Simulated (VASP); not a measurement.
Input of a VASP 6.6.1 run:

Contents of INCAR:

```
PREC = Accurate ; ENCUT = 520
EDIFF = 1E-6 ; ISMEAR = -1
SIGMA = 0.1 ; LREAL = F
LASPH = T ; NELM = 100
ALGO = Normal ; ISIF = 2
LWAVE = F ; LCHARG = T
GGA = PE ; LELF = T
LVHAR = T ; NBANDS = 14
```

File KPOINTS:

```
Automatic mesh
0
Gamma
  13 13 13
```

The input POSCAR:

```
SiNi
1.0
    0.0000000000      2.5743032521      2.5743032521
    2.5743032521      0.0000000000      2.5743032521
    2.5743032521      2.5743032521      0.0000000000
Ni Si
1 1
Direct
    0.0000000000      0.0000000000      0.0000000000
    0.2500000000      0.2500000000      0.2500000000
```

Potentials or basis: VASP PAW PBE potentials, release 64 (Ni, Si).

The run is started by

```bash
$ cat potpaw_PBE.64/Ni/POTCAR potpaw_PBE.64/Si/POTCAR > POTCAR
$ mpirun -np 1 vasp_std > vasp.out
```

Problem. Estimate the pressure.

Solution. 0.1 GPa.

Problem. What does it give for the band gap on the k mesh?

Solution. Zero (band 7 reaches 11.15 eV, above the bottom of band 8 at 4.94 eV).

Spin polarisation is off, so any magnetic state and its effect on volume and gap are missing.
